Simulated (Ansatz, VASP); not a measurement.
**BN in VASP and in Ansatz**

The input INCAR:

```
ALGO     = Normal         # electronic algorithm
EDIFF    = 1E-6           # SCF threshold, eV
ENCUT    = 520            # plane-wave cutoff, eV
GGA      = PS             # functional
ISIF     = 2              # what is computed and relaxed
ISMEAR   = 0              # smearing method
LASPH    = T              # aspherical terms in the spheres
LCHARG   = F              # write CHGCAR
LREAL    = F              # projectors in reciprocal space
LWAVE    = F              # write WAVECAR
NBANDS   = 16             # bands
NELM     = 80             # most SCF steps
PREC     = Accurate       # precision mode
SIGMA    = 0.01           # smearing width, eV
```

KPOINTS

```
k-points
0
Gamma
  3 3 1
```

POSCAR

```
BN
1.0
    2.4982400000      0.0000000000      0.0000000000
   -1.2491200000      2.1635393048      0.0000000000
    0.0000000000      0.0000000000      6.6357000000
B N
2 2
Direct
    0.3333333333      0.6666666667      0.2500000000
    0.6666666667      0.3333333333      0.7500000000
    0.3333333333      0.6666666667      0.7500000000
    0.6666666667      0.3333333333      0.2500000000
```

Input for Ansatz:

```yaml
crystal:
  lattice:
    a: 2.49824
    b: 2.49824
    c: 6.6357
    alpha: 90.0
    beta: 90.0
    gamma: 120.0
  atoms:
    - { symbol: B, position: [0.3333333333333333, 0.6666666666666666, 0.25] }
    - { symbol: B, position: [0.6666666666666666, 0.3333333333333333, 0.75] }
    - { symbol: "N", position: [0.3333333333333333, 0.6666666666666666, 0.75] }
    - { symbol: "N", position: [0.6666666666666666, 0.3333333333333333, 0.25] }
basis:
  ecutwfc: 435.382179935808
kpoints:
  mp_grid:
    grid: [3, 3, 1]
hamiltonian:
  xc: pbesol
  pseudopotentials:
    kind: paw
scf:
  occupations:
    method: fixed
output:
  eigenvalues: true
```

Alike in both runs: task single point; functional PBEsol; k mesh 3 × 3 × 1; no spin polarisation.

|  | VASP | Ansatz |
| --- | --- | --- |
| version | VASP 6.6.1 | Ansatz 0.2.0 |
| potentials or method | VASP PAW PBE potentials, release 64 (B, N), cutoff 520 eV | plane waves, PAW |
| occupations | gaussian, width 0.01 eV | fixed |
| valence electrons in the cell | 16 | 16 |

```csv
,VASP,Ansatz,Ansatz less VASP
gap on the k mesh at the Fermi level (eV),4.85,4.86,+0.006
```

VASP's potentials were made for PBE, not for PBEsol.

The k mesh is coarse, so the values compare programs but aren't converged.
